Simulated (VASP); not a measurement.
Crystal: NiO.

```
O Ni
1.0
     0.00000    2.08930    2.08930
     2.08930    0.00000    2.08930
     2.08930    2.08930    0.00000
O Ni
1 1
Direct
  0.50000 0.50000 0.50000
  0.00000 0.00000 0.00000
```

Base run:

```yaml
Program: VASP 6.6.1
Functional: PBE
Potentials_or_basis: VASP PAW PBE potentials, release 64 (O, Ni)
Cutoff: 520 eV
k_mesh: 10 × 10 × 10
Occupations: fermi-dirac, width 0.03 eV
Spin: collinear spin, ferromagnetic start
Starting_moments: "[0.0, 3.31] μB"
Fixed_moment: 3.31 μB
```

Its results: pressure 43.8 GPa; site moments O +0.82; Ni +2.17 μB.

Question: After a change of settings the same cell gave: pressure 9.6 GPa; site moments O +0.36; Ni +1.64 μB. Which change was it?
A. fixed moment from 3.31 μB to 2.07 μB; moments at the start from [0.0, 3.31] to [0.0, 2.07]
B. fixed moment from 3.31 μB to 0.41 μB; moments at the start from [0.0, 3.31] to [0.0, 0.41]
C. fixed moment from 3.31 μB to 2.48 μB; moments at the start from [0.0, 3.31] to [0.0, 2.48]
D. fixed moment from 3.31 μB to 1.24 μB; moments at the start from [0.0, 3.31] to [0.0, 1.24]

Answer: A.

Caveats: the total moment is fixed, so each spin has its own Fermi level; a cell with one magnetic atom can't hold antiferromagnetic order, which such compounds often take.
